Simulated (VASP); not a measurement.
Input of a VASP 6.6.1 run:

POSCAR

```
Ti
1.0
    0.0000000000      2.0300000000      2.0300000000
    2.0300000000      0.0000000000      2.0300000000
    2.0300000000      2.0300000000      0.0000000000
Ti
1
Direct
    0.0000000000      0.0000000000      0.0000000000
```

The input INCAR.step1:

```
SYSTEM = Ti
  PREC = Accurate
  ENCUT = 600
  EDIFF = 1E-5
  ISMEAR = -1
  SIGMA = 0.05
  LREAL = .False.
  LASPH = .True.
  NELM = 80
  ALGO = Normal
  LWAVE = .True.
  LCHARG = .False.
  GGA = PE
  NBANDS = 12
```

The input INCAR.step2:

```
SYSTEM = Ti
  PREC = Accurate
  ENCUT = 600
  EDIFF = 1E-7
  ISMEAR = -1
  SIGMA = 0.05
  LREAL = .False.
  LASPH = .True.
  NELM = 80
  ALGO = Normal
  ISIF = 3
  LWAVE = .False.
  LCHARG = .False.
  GGA = PE
  LHFCALC = .True.
  AEXX = 0.25
  PRECFOCK = Normal
  IBRION = 2
  NSW = 60
  EDIFFG = -0.01
  ISTART = 1
```

File KPOINTS:

```
Automatic mesh
0
Gamma
  6 6 6
  0 0 0
```

Potentials or basis: VASP PAW PBE potentials, release 64 (Ti_sv).

The run is started by

```bash
$ cat potpaw_PBE.64/Ti_sv/POTCAR > POTCAR
$ cp INCAR.step1 INCAR
$ mpirun -np 1 vasp_std > vasp.out
$ cp INCAR.step2 INCAR
$ mpirun -np 1 vasp_std > vasp.out
```

Task: Estimate the space group after relaxing (to 0.1 Å).

Result: Fm-3m (No. 225).

Task: Predict the relaxed cell.

Result: a = 2.894 Å, b = 2.894 Å, c = 2.894 Å, α = 60.00°, β = 60.00°, γ = 60.00°.

Task: What does it give for the band gap on the k mesh?

Result: Zero (bands 6 and 7 overlap by 2.04 eV).

Task: What does it give for the relaxed volume?

Result: 17.13 Å³/atom.

The path:
```
step  energy change (eV)  largest force (eV/Å)  pressure (GPa)  volume (Å³)
   1              0.0000                0.0000            3.14        16.73
   2             -0.0001                0.0000           -2.84        17.54
   3             -0.0039                0.0000           -0.03        17.13
```

Caveat: the k points lie up to 0.44 Å⁻¹ apart in the final cell, too coarse for converged energies and pressures of a metal; the PAW data sets were made with another functional, which shifts forces and pressure a little. Zero-point motion and thermal expansion aren't in these numbers.
